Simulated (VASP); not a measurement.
FeO, 2 atoms in the cell. It takes space group Fm-3m (No. 225, cubic). Conventional cell: a = 4.311 Å, b = 4.311 Å, c = 4.311 Å, α = 90.00°, β = 90.00°, γ = 90.00°. Fe (site symmetry m-3m) has 6 O at 2.16 Å within 2.9 Å. O (site symmetry m-3m) has 6 Fe at 2.16 Å within 2.9 Å. 

- Program: VASP 6.6.1
- Task: single point
- Functional: PBE
- Potentials or basis: VASP PAW PBE potentials, release 64 (Fe_sv, O)
- Cutoff: 700 eV
- k mesh: 11 × 11 × 11
- Occupations: fermi-dirac, width 0.05 eV
- Spin: collinear spin, ferromagnetic start
- Starting moments: [-2.68, 0.0] μB
- Dipole correction: no
- Further INCAR settings: ALGO = Normal; EDIFF = 1e-06; NBANDS = 22

Potentials or basis: VASP PAW PBE potentials, release 64 (Fe_sv, O).

The run is started by

```bash
$ cat potpaw_PBE.64/Fe_sv/POTCAR potpaw_PBE.64/O/POTCAR > POTCAR
$ mpirun -np 1 vasp_std > vasp.out
```

Hardware: 1 thread of Intel(R) Xeon(R) 6975P-C (Granite Rapids), on a shared host.

Question: How long does it take, and how much memory?

Answer: It took 37 s on 1 thread of Intel(R) Xeon(R) 6975P-C (Granite Rapids), on a shared host, peak memory 0.2 GiB. Counts: scf iterations 14, k points 56.
